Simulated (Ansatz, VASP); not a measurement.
# Two plane-wave programs on MoS2

```
Mo S
1.0
     3.18454    0.00000    0.00000
    -1.59227    2.75789    0.00000
     0.00000    0.00000   21.67053
Mo S
2 4
Direct
  0.33333 0.66667 0.85116
  0.66667 0.33333 0.14884
  0.66667 0.33333 0.77963
  0.33333 0.66667 0.07725
  0.66667 0.33333 0.92275
  0.33333 0.66667 0.22037
```

Alike in both runs: task single point; functional PBE exchange alone; k mesh 10 × 10 × 2; occupations fermi-dirac, width 0.05 eV; no spin polarisation.

|  | VASP | Ansatz |
| --- | --- | --- |
| version | VASP 6.6.1 | Ansatz 0.2.0 |
| potentials or method | VASP PAW PBE potentials, release 64 (Mo_sv, S) | Ansatz PAW |
| plane-wave cutoff (eV) | 520 | 420 |
| valence electrons in the cell | 52 | 52 |

Ansatz gave:

- gap on the k mesh at the Fermi level (eV): 1.38
- least direct gap on the mesh (eV): 1.89
- rms of the force components (eV/Å): 0.684

**Question.** Which values does VASP return?

**Answer.** gap on the k mesh at the Fermi level (eV): 1.40; least direct gap on the mesh (eV): 1.89; rms of the force components (eV/Å): 0.674.

VASP's potentials were made for PBE, not for PBE exchange alone. Atom by atom the forces differ by 0.010 eV/Å (rms over components). The functional is the same, so the differences come from potentials, cutoffs and numerics.
